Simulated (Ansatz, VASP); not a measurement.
# SbW: VASP beside Ansatz

File INCAR:

```
PREC = Accurate
ENCUT = 520
EDIFF = 1E-6
ISMEAR = 0
SIGMA = 0.05
LREAL = F
LASPH = T
NELM = 100
ALGO = Normal
ISIF = 2
LWAVE = F
LCHARG = F
GGA = CA
NBANDS = 27
```

KPOINTS

```
Automatic mesh
0
Gamma
  10 10 6
```

The input POSCAR:

```
SbW
1.0
    4.4002257458      0.0000000000      0.0000000000
   -2.2001128729      3.8107072783      0.0000000000
    0.0000000000      0.0000000000      5.2102217637
W Sb
2 2
Direct
    0.0000000000      0.0000000000      0.0000000000
    0.0000000000      0.0000000000      0.5000000000
    0.3333333333      0.6666666667      0.2500000000
    0.6666666667      0.3333333333      0.7500000000
```

Input for Ansatz:

```yaml
crystal:
  lattice:
    - [4.4002257458, 0.0, 0.0]
    - [-2.2001128729, 3.8107072783, 0.0]
    - [0.0, 0.0, 5.2102217637]
  atoms:
    - { symbol: W, position: [0.0, 0.0, 0.0] }
    - { symbol: W, position: [0.0, 0.0, 0.5] }
    - { symbol: Sb, position: [0.3333333333, 0.6666666667, 0.25] }
    - { symbol: Sb, position: [0.6666666667, 0.3333333333, 0.75] }
basis:
  ecutwfc: 420
  ecutrho_ratio: 4
kpoints:
  mp_grid: { grid: [10, 10, 6] }
hamiltonian:
  xc: lda
scf:
  occupations: { method: gaussian, width: 0.05 }
output:
  forces: true
  stress: true
  eigenvalues: true
  populations: true
```

Alike in both runs: task single point; functional LDA; k mesh 10 × 10 × 6; occupations gaussian, width 0.05 eV; no spin polarisation.

```csv
,VASP,Ansatz
version,VASP 6.6.1,Ansatz 0.2.0
potentials or method,"VASP PAW LDA potentials, release 64 (W_sv, Sb), cutoff 520 eV","scalar-relativistic, plane waves, PAW"
valence electrons in the cell,38,58
```

Ansatz gave:

| Item | Value |
| --- | --- |
| gap on the k mesh at the Fermi level (eV) | none |
| pressure (GPa) | -7.8 |
| traceless stress, the component that is largest in VASP (GPa) | -0.97 |

Problem. Estimate VASP's values.

Solution. gap on the k mesh at the Fermi level (eV): none; pressure (GPa): -7.2; traceless stress, the component that is largest in VASP (GPa): -0.61.

LDA's correlation is that of Perdew and Zunger in VASP and of Perdew and Wang (1992) in Ansatz. A gap of «none» marks a metal or a gap that the smearing closes. VASP's potentials hold 38 valence electrons a cell and Ansatz's 58, so a difference there can come from the potentials and not from the codes.

Neither program's run includes spin-orbit coupling.
